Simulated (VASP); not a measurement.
# SnO (P4/nmm) in VASP: a series of runs, part 2 of 3

VASP 6.6.1.

**3. Single point, PBE (strain -3.0%)**

File INCAR:

```
ALGO = Normal
EDIFF = 1E-6
ENCUT = 600
GGA = PE
GGA_COMPAT = F
ISIF = 2
ISMEAR = -1
LASPH = T
LCHARG = F
LREAL = F
LWAVE = F
NBANDS = 28
NELM = 120
PREC = Accurate
SIGMA = 0.02
```

File KPOINTS:

```
k-points
0
Gamma
  6 6 6
```

File POSCAR:

```
SnO
1.0
    3.6788104198      0.0000000000      0.0000000000
    0.0000000000      3.6788104198      0.0000000000
    0.0000000000      0.0000000000      4.6156356110
Sn O
2 2
Direct
    0.0000000000      0.5000000000      0.2551525588
    0.5000000000      0.0000000000      0.7448474412
    0.5000000000      0.5000000000      0.0000000000
    0.0000000000      0.0000000000      0.0000000000
```

Potentials or basis: VASP PAW PBE potentials, release 64 (Sn_d, O).

The run is started by

```sh
> cat potpaw_PBE.64/Sn_d/POTCAR potpaw_PBE.64/O/POTCAR > POTCAR
> mpirun -np 1 vasp_std > vasp.out
```

OUTCAR:

```text
EDIFF = 1E-6
   ENCUT = 600
   GGA = PE
   ISIF = 2
   ISMEAR = -1
   LASPH = T
   LREAL = F
   NELM = 120
   PREC = Accurate

 ion  position               nearest neighbor table
   1  0.000  0.500  0.255-   3 2.18   4 2.18   4 2.18   3 2.18   2 3.45   2 3.45   2 3.45   2 3.45
                             2 3.51   2 3.51   2 3.51   2 3.51
   2  0.500  0.000  0.745-   3 2.18   4 2.18   3 2.18   4 2.18   1 3.45   1 3.45   1 3.45   1 3.45
                             1 3.51   1 3.51   1 3.51   1 3.51
   3  0.500  0.500  0.000-   1 2.18   2 2.18   2 2.18   1 2.18
   4  0.000  0.000  0.000-   1 2.18   2 2.18   1 2.18   2 2.18

  LATTYP: Found a simple tetragonal cell.
 ALAT       =     3.6788104198
 C/A-ratio  =     1.2546543813

  Lattice vectors:

 A1 = (   3.6788104198,   0.0000000000,   0.0000000000)
 A2 = (   0.0000000000,   3.6788104198,   0.0000000000)
 A3 = (   0.0000000000,   0.0000000000,   4.6156356110)

Analysis of symmetry for initial positions (statically):
=====================================================================
 Subroutine PRICEL returns:
 Original cell was already a primitive cell.

 Routine SETGRP: Setting up the symmetry group for a
 simple tetragonal supercell.

 Subroutine GETGRP returns: Found 16 space group operations
 (whereof  8 operations were pure point group operations)
 out of a pool of 16 trial point group operations.

The static configuration has the point symmetry D_2d.
 The point group associated with its full space group is D_4h.

Analysis of symmetry for dynamics (positions and initial velocities):
=====================================================================
 Subroutine PRICEL returns:
 Original cell was already a primitive cell.

 Routine SETGRP: Setting up the symmetry group for a
 simple tetragonal supercell.

 Subroutine GETGRP returns: Found 16 space group operations
 (whereof  8 operations were pure point group operations)
 out of a pool of 16 trial point group operations.

The dynamic configuration has the point symmetry D_2d.
 The point group associated with its full space group is D_4h.

 Subroutine INISYM returns: Found 16 space group operations
 (whereof  8 operations are pure point group operations),
 and found     1 'primitive' translations

----------------------------------------------------------------------------------------

                                     Primitive cell

  volume of cell :      62.4664

  direct lattice vectors                    reciprocal lattice vectors
     3.678810420  0.000000000  0.000000000     0.271827000  0.000000000  0.000000000
     0.000000000  3.678810420  0.000000000     0.000000000  0.271827000  0.000000000
     0.000000000  0.000000000  4.615635611     0.000000000  0.000000000  0.216654884

  length of vectors
     3.678810420  3.678810420  4.615635611     0.271827000  0.271827000  0.216654884

  position of ions in fractional coordinates (direct lattice)
     0.000000000  0.500000000  0.255152559
     0.500000000  0.000000000  0.744847441
     0.500000000  0.500000000  0.000000000
     0.000000000  0.000000000  0.000000000

  ion indices of the primitive-cell ions
   primitive index   ion index
                 1           1
                 2           2
                 3           3
                 4           4

----------------------------------------------------------------------------------------

 KPOINTS: k-points

Automatic generation of k-mesh.
 Grid dimensions read from file:
 generate k-points for:    6    6    6

 Generating k-lattice:

  Cartesian coordinates                     Fractional coordinates (reciprocal lattice)
     0.045304500  0.000000000  0.000000000     0.166666667  0.000000000  0.000000000
     0.000000000  0.045304500  0.000000000     0.000000000  0.166666667  0.000000000
     0.000000000  0.000000000  0.036109147     0.000000000  0.000000000  0.166666667

  Length of vectors
     0.045304500  0.045304500  0.036109147

  Shift w.r.t. Gamma in fractional coordinates (k-lattice)
     0.000000000  0.000000000  0.000000000

 Subroutine IBZKPT returns following result:
 ===========================================

 Found     40 irreducible k-points:

 Following reciprocal coordinates:
            Coordinates               Weight
  0.000000  0.000000  0.000000      1.000000
  0.166667  0.000000  0.000000      4.000000
  0.333333  0.000000  0.000000      4.000000
  0.500000  0.000000  0.000000      2.000000
  0.166667  0.166667  0.000000      4.000000
  0.333333  0.166667  0.000000      8.000000
[... 16 lines left out ...]
  0.333333  0.000000  0.333333      8.000000
  0.500000  0.000000  0.333333      4.000000
 [... further k-points ...]
   k-points           NKPTS =     40   k-points in BZ     NKDIM =     40   number of bands    NBANDS=     28
   number of dos      NEDOS =    301   number of ions     NIONS =      4
   total plane-waves  NPLWV =  36000
   dimension x,y,z NGX =    30 NGY =   30 NGZ =   40
   dimension x,y,z NGXF=    60 NGYF=   60 NGZF=   80
   ions per type =               2   2
   NGX,Y,Z   is equivalent  to a cutoff of  13.56, 13.56, 14.41 a.u.
   NGXF,Y,Z  is equivalent  to a cutoff of  27.11, 27.11, 28.81 a.u.
 SYSTEM =  unknown system
   PREC   = accura    normal or accurate (medium, high low for compatibility)
   ISTART =      0    job   : 0-new  1-cont  2-samecut
   ICHARG =      2    charge: 1-file 2-atom 10-const
   ISPIN  =      1    spin polarized calculation?
   LNONCOLLINEAR =      F non collinear calculations
   LSORBIT =      F    spin-orbit coupling
   LASPH  =      T    aspherical Exc in radial PAW
   ENCUT  =  600.0 eV  44.10 Ry    6.64 a.u.   7.35  7.35  9.22*2*pi/ulx,y,z
   NELM   =    120;   NELMIN=  2; NELMDL= -5     # of ELM steps
   EDIFF  = 0.1E-05   stopping-criterion for ELM
   LREAL  =      F    real-space projection
   EDIFFG = 0.1E-04   stopping-criterion for IOM
   NSW    =      0    number of steps for IOM
   IBRION =     -1    ionic relax: 0-MD 1-quasi-New 2-CG
   NFREE  =      0    steps in history (QN), initial steepest desc. (CG)
   ISIF   =      2    stress and relaxation
   ISYM   =      2    0-nonsym 1-usesym 2-fastsym
   POTIM  = 0.5000    time-step for ionic-motion
   TEBEG  =    0.0;   TEEND  =   0.0 temperature during run
   PSTRESS=    0.0 pullay stress
   NELECT =      40.0000    total number of electrons
   NUPDOWN=      -1.0000    fix difference up-down
   EMIN   =  10.00;   EMAX   =-10.00  energy-range for DOS
   EFERMI =   0.00;   METHOD = LEGACY
   ISMEAR =    -1;   SIGMA  =   0.02  broadening in eV -4-tet -1-fermi 0-gaus
   EFERMI_NEDOS =   21; number of points for ismear=-14 and -15
   IALGO  =     38    algorithm
   IMIX   =      4    mixing-type and parameters
     AMIX     =   0.40;   BMIX     =  1.00
     AMIX_MAG =   1.60;   BMIX_MAG =  1.00
  volume/ion in A,a.u.               =      15.62       105.39
  Fermi-wavevector in a.u.,A,eV,Ry     =   1.411062  2.666520 27.090500  1.991096
  Thomas-Fermi vector in A             =   2.532952
   LORBIT       =      0    0 simple, 1 ext, 2 COOP (PROOUT), +10 PAW based schemes
   GGA     = PE    functional components
   LHFCALC =     F    Hartree Fock is set to
   AEXX    =    0.0000 exact exchange contribution
   IVDW    =     0    specifies the selected vdW correction
   LEPSILON=     F    determine dielectric tensor
   LRPA    =     F    only Hartree local field effects (RPA)
 non-spin polarized calculation
  energy-cutoff  :      600.00
  volume of cell :       62.47
 maximum number of plane-waves:      2146
 NGX is ok and might be reduce to    30
   NGX = 15   NGY = 15   NGZ = 19

 number of electron      39.9999984 magnetization

 Free energy of the ion-electron system (eV)
  ---------------------------------------------------
  ext. energy  EPLUGINS =         0.00000000
  ---------------------------------------------------
  free energy    TOTEN  =       -22.39258161 eV

  energy without entropy =      -22.39209946  energy(sigma->0) =      -22.39234054

 E-fermi :   8.7687     XC(G=0): -10.9046

 val. band max:        8.6284933656   @ k =   0.1667   0.1667   0.0000
 cond. band min:       8.7934068451   @ k =   0.1667   0.0000   0.0000
 fundamental gap:      0.1649134795
 Fermi energy:         8.7686617179

 k-point     1 :       0.0000    0.0000    0.0000
  band No.  band energies     occupation
      1     -13.6497      2.00000
      2     -13.1271      2.00000
      3     -13.1271      2.00000
      4     -13.1184      2.00000
      5     -13.0616      2.00000
      6     -13.0585      2.00000
[... 20 lines left out ...]
     27      15.2315      0.00000
[... 691 lines left out ...]
      6     -13.0712      2.00000
[... 20 lines left out ...]
     27      17.8894      0.00000
     28      17.8894      0.00000

 [... further k-points ...]
[... 5 lines left out ...]
  --------------------------------------------------------------------------------------
  -------------------------------------------------------------------------------------
  Total        5.3095510      5.3095510      3.3877933      0.0000000     -0.0000000      0.0000000
  in kB      136.1827349    136.1827349     86.8922738      0.0000000     -0.0000000      0.0000000
  external PRESSURE =     119.7525812 kB  Pullay stress =       0.0000000 kB

 VOLUME and BASIS-vectors are now :
 -----------------------------------------------------------------------------
  energy-cutoff  :      600.00
  volume of cell :       62.47
      direct lattice vectors                 reciprocal lattice vectors
     3.678810420  0.000000000  0.000000000     0.271827000  0.000000000  0.000000000
     0.000000000  3.678810420  0.000000000     0.000000000  0.271827000  0.000000000
     0.000000000  0.000000000  4.615635611     0.000000000  0.000000000  0.216654884

 POSITION                                       TOTAL-FORCE (eV/Angst)
 -----------------------------------------------------------------------------------
      0.00000      1.83941      1.17769        -0.000000     -0.000000      0.603012
      1.83941      0.00000      3.43794         0.000000     -0.000000     -0.603012
      1.83941      1.83941      0.00000        -0.000000      0.000000      0.000000
      0.00000      0.00000      0.00000        -0.000000     -0.000000      0.000000
 -----------------------------------------------------------------------------------
    total drift:                                0.000000      0.000000      0.000000

  FREE ENERGIE OF THE ION-ELECTRON SYSTEM (eV)
  ---------------------------------------------------
  free  energy   TOTEN  =       -22.3925816147 eV

  energy  without entropy=      -22.3920994641  energy(sigma->0) =      -22.39234054
```

OSZICAR:

```text
N       E                     dE             d eps       ncg     rms          rms(c)
DAV:   1     0.437938916416E+03    0.43794E+03   -0.21640E+04  2312   0.249E+03
DAV:   2     0.388978928627E+02   -0.39904E+03   -0.38304E+03  2288   0.581E+02
DAV:   3    -0.230330808744E+02   -0.61931E+02   -0.60682E+02  2528   0.188E+02
DAV:   4    -0.259099755134E+02   -0.28769E+01   -0.28641E+01  2608   0.419E+01
DAV:   5    -0.259729784563E+02   -0.63003E-01   -0.62987E-01  2516   0.673E+00    0.117E+01
DAV:   6    -0.223763421358E+02    0.35966E+01   -0.14557E+01  3600   0.443E+01    0.478E+00
DAV:   7    -0.224113528090E+02   -0.35011E-01   -0.18108E+00  2516   0.834E+00    0.248E+00
DAV:   8    -0.224003352231E+02    0.11018E-01   -0.25818E-01  3112   0.378E+00    0.804E-01
DAV:   9    -0.223917408389E+02    0.85944E-02   -0.44705E-02  3500   0.255E+00    0.211E-01
DAV:  10    -0.223926720028E+02   -0.93116E-03   -0.56562E-03  2968   0.699E-01    0.945E-02
DAV:  11    -0.223925675578E+02    0.10445E-03   -0.87987E-04  3392   0.312E-01    0.205E-02
DAV:  12    -0.223925892297E+02   -0.21672E-04   -0.16315E-04  2436   0.747E-02    0.280E-02
DAV:  13    -0.223925817506E+02    0.74790E-05   -0.24291E-05  2920   0.479E-02    0.368E-03
DAV:  14    -0.223925816147E+02    0.13596E-06   -0.31308E-06  2284   0.109E-02
   1 F= -.22392582E+02 E0= -.22392341E+02  d E =-.482151E-03
```

stdout:

```text
POSCAR found type information on POSCAR SnO
 POSCAR found :  2 types and       4 ions
 scaLAPACK will be used
 LDA part: xc-table for (Slater+PW92), standard interpolation
 POSCAR, INCAR and KPOINTS ok, starting setup
 FFT: planning ... GRIDC
 FFT: planning ... GRID_SOFT
 FFT: planning ... GRID
 WAVECAR not read
 entering main loop
```

Run time: 97 s. Hardware: 1 thread of Intel Xeon 8259CL, shared host; peak memory 0.22 GiB.

What came out:

```
Free energy            : -22.3926 eV
Pressure               : 12.0 GPa
Largest force          : 0.603 eV/Å
Band gap on the k mesh : zero (band 20 reaches 9.06 eV, above the bottom of band 21 at 8.11 eV)
```

Forces on the atoms (eV/Å):
```
Sn   0.000  0.000  0.603
Sn   0.000  0.000 -0.603
O    0.000  0.000  0.000
O    0.000  0.000  0.000
```

Caveat: the cell differs from its parent crystal (strain -3.0%); spin-orbit coupling is left out, which moves the levels of the heavy elements.

**4. Single point, PBE (strain -2.0%)**

File INCAR:

```
  PREC = Accurate
  ENCUT = 600
  EDIFF = 1E-6
  ISMEAR = -1
  SIGMA = 0.02
  LREAL = F
  LASPH = T
  NELM = 120
  ALGO = Normal
  ISIF = 2
  LWAVE = F
  LCHARG = F
  GGA = PE
  NBANDS = 28
  GGA_COMPAT = F
```

File KPOINTS:

```
regular mesh
0
Gamma
  6 6 6
```

File POSCAR:

```
SnO
1.0
    3.7167363005      0.0000000000      0.0000000000
    0.0000000000      3.7167363005      0.0000000000
    0.0000000000      0.0000000000      4.6632194833
Sn O
2 2
Direct
    0.0000000000      0.5000000000      0.2499927961
    0.5000000000      0.0000000000      0.7500072039
    0.5000000000      0.5000000000      0.0000000000
    0.0000000000      0.0000000000      0.0000000000
```

The run is started by

```sh
> cat potpaw_PBE.64/Sn_d/POTCAR potpaw_PBE.64/O/POTCAR > POTCAR
> mpirun -np 1 vasp_std > vasp.out
```

Run time: 2.2 min. Hardware: 1 thread of Intel Xeon 8259CL, shared host; peak memory 0.23 GiB.

It converged, with:

| Property | Result |
| --- | --- |
| Free energy | -22.4974 eV |
| Pressure | 9.8 GPa |
| Largest force | 0.604 eV/Å |
| Band gap on the k mesh | zero (band 20 reaches 8.52 eV, above the bottom of band 21 at 7.89 eV) |

Forces on the atoms (eV/Å):
```
Sn   0.000  0.000  0.604
Sn   0.000  0.000 -0.604
O    0.000  0.000  0.000
O    0.000  0.000  0.000
```

Stress tensor (GPa, compression positive):
```
11.07  0.00  0.00
 0.00 11.07  0.00
 0.00  0.00  7.40
```

Levels at points of the mesh, in eV from the Fermi level:
```csv
k point,band 18,band 19,band 20,band 21,band 22,band 23
"(0.00, 0.00, 0.00)",-3.37,-3.37,0.18,2.52,4.43,4.43
"(0.50, 0.00, 0.00)",-5.17,-3.18,-3.18,3.43,3.43,5.93
"(0.50, 0.50, 0.00)",-2.69,-2.09,-2.09,-0.44,-0.44,4.35
"(0.00, 0.00, 0.50)",-3.39,-2.72,-2.64,1.91,2.59,2.59
"(0.50, 0.00, 0.50)",-5.12,-2.00,-2.00,2.77,2.77,5.32
"(0.50, 0.50, 0.50)",-3.07,-2.69,-2.69,2.01,2.01,4.40
```

Caveat: the cell differs from its parent crystal (strain -2.0%); spin-orbit coupling is left out, which moves the levels of the heavy elements.

(Part 2 of 3 ends here.)
